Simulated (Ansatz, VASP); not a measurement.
# La2TeN2: VASP beside Ansatz

The input INCAR:

```
SYSTEM = La2TeN2
ALGO = Normal
EDIFF = 1E-6
ENCUT = 520
GGA = PE
ISIF = 2
ISMEAR = -1
LASPH = .TRUE.
LCHARG = .FALSE.
LREAL = .FALSE.
LWAVE = .FALSE.
NBANDS = 27
NELM = 80
PREC = Accurate
SIGMA = 0.1
```

Contents of KPOINTS:

```
k-points
0
G
  5 5 5
  0 0 0
```

The input POSCAR:

```
La2TeN2
1.0
    0.0000000000      4.1692660000      0.0000000000
    4.1692660000      0.0000000000      0.0000000000
    2.0846330000      2.0846330000     -6.6072200000
La Te N
2 1 2
Direct
    0.3440000000      0.3440000000      0.3120000000
    0.6560000000      0.6560000000      0.6880000000
    0.0000000000      0.0000000000      0.0000000000
    0.2500000000      0.7500000000      0.5000000000
    0.7500000000      0.2500000000      0.5000000000
```

Input for Ansatz:

```yaml
crystal:
  lattice:
    - [0.0, 4.169266, 0.0]
    - [4.169266, 0.0, 0.0]
    - [2.084633, 2.084633, -6.60722]
  atoms:
    - { symbol: La, position: [0.344, 0.344, 0.312] }
    - { symbol: La, position: [0.656, 0.656, 0.688] }
    - { symbol: Te, position: [0.0, 0.0, 0.0] }
    - { symbol: "N", position: [0.25, 0.75, 0.5] }
    - { symbol: "N", position: [0.75, 0.25, 0.5] }
  symmetry: { tolerance: 0.0003 }
kpoints:
  mp_grid: { grid: [5, 5, 5], shift: [0, 0, 0] }
magnetization:
  spin_polarized: false
scf:
  occupations: { method: fermi_dirac }
hamiltonian:
  pseudopotentials: { kind: paw }
  xc: pbe
basis:
  ecutwfc: 420
output:
  forces: true
  stress: true
  eigenvalues: true
  write_density: true
  write_potential: true
  elf: true
  volumetric_format: npy
```

Alike in both runs: task single point; functional PBE; k mesh 5 × 5 × 5; no spin polarisation.

```csv
,VASP,Ansatz
version,VASP 6.6.1,Ansatz 0.2.0
potentials or method,"VASP PAW PBE potentials, release 64 (La, Te, N), cutoff 520 eV",PAW plane waves
occupations,"fermi-dirac, width 0.1 eV",fermi-dirac
valence electrons in the cell,38,48
```

Ansatz gave:

| Quantity | Value |
| --- | --- |
| gap on the k mesh at the Fermi level (eV) | none |
| pressure (GPa) | -0.6 |
| traceless stress, the component that is largest in VASP (GPa) | 2.09 |
| rms of the force components (eV/Å) | 0.240 |

Question: Which values does VASP return?

Answer: gap on the k mesh at the Fermi level (eV): none; pressure (GPa): -0.8; traceless stress, the component that is largest in VASP (GPa): 2.11; rms of the force components (eV/Å): 0.246.

Atom by atom the forces differ by 0.005 eV/Å (rms over components). A gap of «none» marks a metal or a gap that the smearing closes. VASP's potentials hold 38 valence electrons a cell and Ansatz's 48, so a difference there can come from the potentials and not from the codes.

Neither program's run includes spin-orbit coupling.
